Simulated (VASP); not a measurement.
# GaP (Pm-3n) in VASP: relaxation of cell and atoms with PBE

Aim: the relaxation of cell and atoms of GaP with PBE.

All numbers are computed with VASP 6.6.1; they aren't measurements. Logs are shortened: lines on timing, memory, paths and dates and some standing lists are left out, and cuts for length are marked.

## 1. The cell of the first run

It takes space group Pm-3n (No. 223, cubic). The conventional cell has a = 6.402 Å, b = 6.402 Å, c = 6.402 Å, α = 90.00°, β = 90.00°, γ = 90.00°. Ga (site symmetry -4m2) has 4 P at 2.26 Å within 3.0 Å. P (site symmetry -4m2) has 4 Ga at 2.26 Å within 3.0 Å.

The cell was generated, and may not be a known phase.

## 2. Relaxation of cell and atoms, PBE

Contents of INCAR:

```
  PREC = Accurate
  ENCUT = 600
  EDIFF = 1E-6
  ISMEAR = 0
  SIGMA = 0.1
  LREAL = False
  LASPH = True
  NELM = 80
  ALGO = Normal
  ISIF = 3
  LWAVE = False
  LCHARG = False
  GGA = PE
  IBRION = 2
  NSW = 90
  EDIFFG = -0.04
```

Contents of KPOINTS:

```
regular mesh
0
Gamma
  4 4 4
```

Contents of POSCAR:

```
GaP
1.0
    6.4018619500      0.0000000000      0.0000000000
    0.0000000000      6.4018619500      0.0000000000
    0.0000000000      0.0000000000      6.4018619500
Ga P
6 6
Direct
    0.7500000000      0.5000000000      0.0000000000
    0.5000000000      0.0000000000      0.7500000000
    0.0000000000      0.7500000000      0.5000000000
    0.0000000000      0.2500000000      0.5000000000
    0.2500000000      0.5000000000      0.0000000000
    0.5000000000      0.0000000000      0.2500000000
    0.5000000000      0.7500000000      0.0000000000
    0.7500000000      0.0000000000      0.5000000000
    0.0000000000      0.5000000000      0.7500000000
    0.2500000000      0.0000000000      0.5000000000
    0.0000000000      0.5000000000      0.2500000000
    0.5000000000      0.2500000000      0.0000000000
```

Potentials or basis: VASP PAW PBE potentials, release 64 (Ga_d, P).

Command:

```bash
> cat potpaw_PBE.64/Ga_d/POTCAR potpaw_PBE.64/P/POTCAR > POTCAR
> mpirun -np 1 vasp_std > vasp.out
```

OUTCAR:

```text
PREC = Accurate
   ENCUT = 600
   EDIFF = 1E-6
   ISMEAR = 0
   LREAL = False
   LASPH = True
   NELM = 80
   ISIF = 3
   GGA = PE
   IBRION = 2
   NSW = 90
   EDIFFG = -0.04

 ion  position               nearest neighbor table
   1  0.750  0.500  0.000-   7 2.26   9 2.26  11 2.26  12 2.26
   2  0.500  0.000  0.750-   7 2.26   8 2.26  10 2.26  12 2.26
   3  0.000  0.750  0.500-   8 2.26   9 2.26  10 2.26  11 2.26
   4  0.000  0.250  0.500-   8 2.26   9 2.26  10 2.26  11 2.26
   5  0.250  0.500  0.000-   7 2.26   9 2.26  11 2.26  12 2.26
   6  0.500  0.000  0.250-   7 2.26   8 2.26  10 2.26  12 2.26
   7  0.500  0.750  0.000-   1 2.26   2 2.26   5 2.26   6 2.26
   8  0.750  0.000  0.500-   2 2.26   3 2.26   4 2.26   6 2.26
   9  0.000  0.500  0.750-   1 2.26   3 2.26   4 2.26   5 2.26
  10  0.250  0.000  0.500-   2 2.26   3 2.26   4 2.26   6 2.26
  11  0.000  0.500  0.250-   1 2.26   3 2.26   4 2.26   5 2.26
  12  0.500  0.250  0.000-   1 2.26   2 2.26   5 2.26   6 2.26

  LATTYP: Found a simple cubic cell.
 ALAT       =     6.4018619500

  Lattice vectors:

 A1 = (   6.4018619500,   0.0000000000,   0.0000000000)
 A2 = (   0.0000000000,   6.4018619500,   0.0000000000)
 A3 = (   0.0000000000,   0.0000000000,   6.4018619500)

Analysis of symmetry for initial positions (statically):
=====================================================================
 Subroutine PRICEL returns:
 Original cell was already a primitive cell.

 Routine SETGRP: Setting up the symmetry group for a
 simple cubic supercell.

 Subroutine GETGRP returns: Found 48 space group operations
 (whereof 24 operations were pure point group operations)
 out of a pool of 48 trial point group operations.

The static configuration has the point symmetry T_h .
 The point group associated with its full space group is O_h .

Analysis of symmetry for dynamics (positions and initial velocities):
=====================================================================
 Subroutine PRICEL returns:
 Original cell was already a primitive cell.

 Routine SETGRP: Setting up the symmetry group for a
 simple cubic supercell.

 Subroutine GETGRP returns: Found 48 space group operations
 (whereof 24 operations were pure point group operations)
 out of a pool of 48 trial point group operations.

The dynamic configuration has the point symmetry T_h .
 The point group associated with its full space group is O_h .

 Subroutine INISYM returns: Found 48 space group operations
 (whereof 24 operations are pure point group operations),
 and found     1 'primitive' translations

----------------------------------------------------------------------------------------

                                     Primitive cell

  volume of cell :     262.3729

  direct lattice vectors                    reciprocal lattice vectors
     6.401861950  0.000000000  0.000000000     0.156204555  0.000000000  0.000000000
     0.000000000  6.401861950  0.000000000     0.000000000  0.156204555  0.000000000
     0.000000000  0.000000000  6.401861950     0.000000000  0.000000000  0.156204555

  length of vectors
     6.401861950  6.401861950  6.401861950     0.156204555  0.156204555  0.156204555

  position of ions in fractional coordinates (direct lattice)
     0.750000000  0.500000000  0.000000000
     0.500000000  0.000000000  0.750000000
     0.000000000  0.750000000  0.500000000
     0.000000000  0.250000000  0.500000000
     0.250000000  0.500000000  0.000000000
     0.500000000  0.000000000  0.250000000
     0.500000000  0.750000000  0.000000000
     0.750000000  0.000000000  0.500000000
     0.000000000  0.500000000  0.750000000
     0.250000000  0.000000000  0.500000000
     0.000000000  0.500000000  0.250000000
     0.500000000  0.250000000  0.000000000

  ion indices of the primitive-cell ions
   primitive index   ion index
                 1           1
                 2           2
                 3           3
                 4           4
                 5           5
                 6           6
                 7           7
                 8           8
                 9           9
                10          10
                11          11
                12          12

----------------------------------------------------------------------------------------

 KPOINTS: regular mesh

Automatic generation of k-mesh.
 Grid dimensions read from file:
 generate k-points for:    4    4    4

 Generating k-lattice:

  Cartesian coordinates                     Fractional coordinates (reciprocal lattice)
     0.039051139  0.000000000  0.000000000     0.250000000  0.000000000  0.000000000
     0.000000000  0.039051139  0.000000000     0.000000000  0.250000000  0.000000000
     0.000000000  0.000000000  0.039051139     0.000000000  0.000000000  0.250000000

  Length of vectors
     0.039051139  0.039051139  0.039051139

  Shift w.r.t. Gamma in fractional coordinates (k-lattice)
     0.000000000  0.000000000  0.000000000

 Subroutine IBZKPT returns following result:
 ===========================================

 Found     10 irreducible k-points:

 Following reciprocal coordinates:
            Coordinates               Weight
  0.000000  0.000000  0.000000      1.000000
  0.250000  0.000000  0.000000      6.000000
  0.500000  0.000000  0.000000      3.000000
  0.250000  0.250000  0.000000     12.000000
  0.500000  0.250000  0.000000     12.000000
  0.500000  0.500000  0.000000      3.000000
  0.250000  0.250000  0.250000      8.000000
  0.500000  0.250000  0.250000     12.000000
  0.500000  0.500000  0.250000      6.000000
  0.500000  0.500000  0.500000      1.000000
   k-points           NKPTS =     10   k-points in BZ     NKDIM =     10   number of bands    NBANDS=     64
   number of dos      NEDOS =    301   number of ions     NIONS =     12
   total plane-waves  NPLWV = 157464
   dimension x,y,z NGX =    54 NGY =   54 NGZ =   54
   dimension x,y,z NGXF=   108 NGYF=  108 NGZF=  108
   ions per type =               6   6
   NGX,Y,Z   is equivalent  to a cutoff of  14.02, 14.02, 14.02 a.u.
   NGXF,Y,Z  is equivalent  to a cutoff of  28.05, 28.05, 28.05 a.u.
 SYSTEM =  unknown system
   PREC   = accura    normal or accurate (medium, high low for compatibility)
   ISTART =      0    job   : 0-new  1-cont  2-samecut
   ICHARG =      2    charge: 1-file 2-atom 10-const
   ISPIN  =      1    spin polarized calculation?
   LNONCOLLINEAR =      F non collinear calculations
   LSORBIT =      F    spin-orbit coupling
   LASPH  =      T    aspherical Exc in radial PAW
   ENCUT  =  600.0 eV  44.10 Ry    6.64 a.u.  12.79 12.79 12.79*2*pi/ulx,y,z
   NELM   =     80;   NELMIN=  2; NELMDL= -5     # of ELM steps
   EDIFF  = 0.1E-05   stopping-criterion for ELM
   LREAL  =      F    real-space projection
   EDIFFG = -.4E-01   stopping-criterion for IOM
   NSW    =     90    number of steps for IOM
   IBRION =      2    ionic relax: 0-MD 1-quasi-New 2-CG
   NFREE  =      1    steps in history (QN), initial steepest desc. (CG)
   ISIF   =      3    stress and relaxation
   ISYM   =      2    0-nonsym 1-usesym 2-fastsym
   POTIM  = 0.5000    time-step for ionic-motion
   TEBEG  =    0.0;   TEEND  =   0.0 temperature during run
   PSTRESS=    0.0 pullay stress
   NELECT =     108.0000    total number of electrons
   NUPDOWN=      -1.0000    fix difference up-down
   EMIN   =  10.00;   EMAX   =-10.00  energy-range for DOS
   EFERMI =   0.00;   METHOD = LEGACY
   ISMEAR =     0;   SIGMA  =   0.10  broadening in eV -4-tet -1-fermi 0-gaus
   EFERMI_NEDOS =   21; number of points for ismear=-14 and -15
   IALGO  =     38    algorithm
   IMIX   =      4    mixing-type and parameters
     AMIX     =   0.40;   BMIX     =  1.00
     AMIX_MAG =   1.60;   BMIX_MAG =  1.00
  volume/ion in A,a.u.               =      21.86       147.55
  Fermi-wavevector in a.u.,A,eV,Ry     =   1.217801  2.301311 20.177985  1.483040
  Thomas-Fermi vector in A             =   2.353109
   LORBIT       =      0    0 simple, 1 ext, 2 COOP (PROOUT), +10 PAW based schemes
   GGA     = PE    functional components
   LHFCALC =     F    Hartree Fock is set to
   AEXX    =    0.0000 exact exchange contribution
   IVDW    =     0    specifies the selected vdW correction
   LEPSILON=     F    determine dielectric tensor
   LRPA    =     F    only Hartree local field effects (RPA)
 conjugate gradient relaxation of ions
 non-spin polarized calculation
 Gauss-broadening in eV      SIGMA  =   0.10
  energy-cutoff  :      600.00
  volume of cell :      262.37
 maximum number of plane-waves:      8778
 NGX is ok and might be reduce to    54
   NGX = 25   NGY = 25   NGZ = 25

--------------------------------------- Ionic step        1  -------------------------------------------

 number of electron     108.0000024 magnetization

 Free energy of the ion-electron system (eV)
  ---------------------------------------------------
  ext. energy  EPLUGINS =         0.00000000
  ---------------------------------------------------
  free energy    TOTEN  =       -50.71801407 eV

  energy without entropy =      -50.71801407  energy(sigma->0) =      -50.71801407

 E-fermi :   4.6832     XC(G=0):  -9.0214

 val. band max:        4.3043725672   @ k =   0.0000   0.0000   0.0000
 cond. band min:       5.0767062273   @ k =   0.2500   0.0000   0.0000
 fundamental gap:      0.7723336601
 Fermi energy:         4.6831807865

 k-point     1 :       0.0000    0.0000    0.0000
  band No.  band energies     occupation
      1     -10.8729      2.00000
      2     -10.8729      2.00000
      3     -10.8729      2.00000
      4     -10.8075      2.00000
      5     -10.7644      2.00000
      6     -10.7644      2.00000
[... 748 lines left out ...]
  energy  without entropy=      -52.1150667189  energy(sigma->0) =      -52.11506705

--------------------------------------- Ionic step        3  -------------------------------------------

 number of electron     108.0000080 magnetization

 Free energy of the ion-electron system (eV)
  ---------------------------------------------------
  ext. energy  EPLUGINS =         0.00000000
  ---------------------------------------------------
  free energy    TOTEN  =       -52.70191331 eV

  energy without entropy =      -52.70191331  energy(sigma->0) =      -52.70191331

 E-fermi :   3.1686     XC(G=0):  -8.3060

 val. band max:        2.6811071242   @ k =   0.0000   0.0000   0.0000
 cond. band min:       3.6746161511   @ k =   0.2500   0.0000   0.0000
 fundamental gap:      0.9935090268
 Fermi energy:         3.1686432514

 k-point     1 :       0.0000    0.0000    0.0000
  band No.  band energies     occupation
      1     -12.0278      2.00000
      2     -12.0278      2.00000
      3     -12.0278      2.00000
      4     -11.9506      2.00000
      5     -11.9467      2.00000
      6     -11.9467      2.00000
[... 698 lines left out ...]
  FREE ENERGIE OF THE ION-ELECTRON SYSTEM (eV)
  ---------------------------------------------------
  free  energy   TOTEN  =       -52.7019133111 eV

  energy  without entropy=      -52.7019133111  energy(sigma->0) =      -52.70191331

 reached required accuracy - stopping structural energy minimisation
```

Run time: 13 min. Hardware: 1 thread of Intel Xeon Platinum 8259CL at 2.50GHz (Skylake/Cascade Lake), shared host; peak memory 0.49 GiB.

Results:

| Quantity | Value |
| --- | --- |
| Free energy | -52.7019 eV |
| Relaxed volume | 26.02 Å³/atom |
| Relaxed cell | a = 6.784 Å, b = 6.784 Å, c = 6.784 Å, α = 90.00°, β = 90.00°, γ = 90.00° |
| Space group after relaxing (to 0.1 Å) | Pm-3n (No. 223) |
| Energy gained by relaxing | 165.3 meV/atom |
| Ionic steps | 3 |
| Pressure after relaxing | 0.0 GPa |
| Band gap on the k mesh | 0.99 eV (least direct gap 1.10 eV) |

The path:
```
step  energy change (eV)  largest force (eV/Å)  pressure (GPa)  volume (Å³)
   1              0.0000                0.0000           14.88       262.37
   2             -1.3971                0.0000           -4.88       347.30
   3             -1.9839                0.0000            0.04       312.26
```

Final structure:
```
Ga P
1.0
     6.78432    0.00000    0.00000
     0.00000    6.78432    0.00000
     0.00000    0.00000    6.78432
Ga P
6 6
Direct
  0.75000 0.50000 0.00000
  0.50000 0.00000 0.75000
  0.00000 0.75000 0.50000
  0.00000 0.25000 0.50000
  0.25000 0.50000 0.00000
  0.50000 0.00000 0.25000
  0.50000 0.75000 0.00000
  0.75000 0.00000 0.50000
  0.00000 0.50000 0.75000
  0.25000 0.00000 0.50000
  0.00000 0.50000 0.25000
  0.50000 0.25000 0.00000
```

Caveat: the volume moved by over 15 % at a fixed basis, so the end points are rough. A k mesh can miss the band edges.
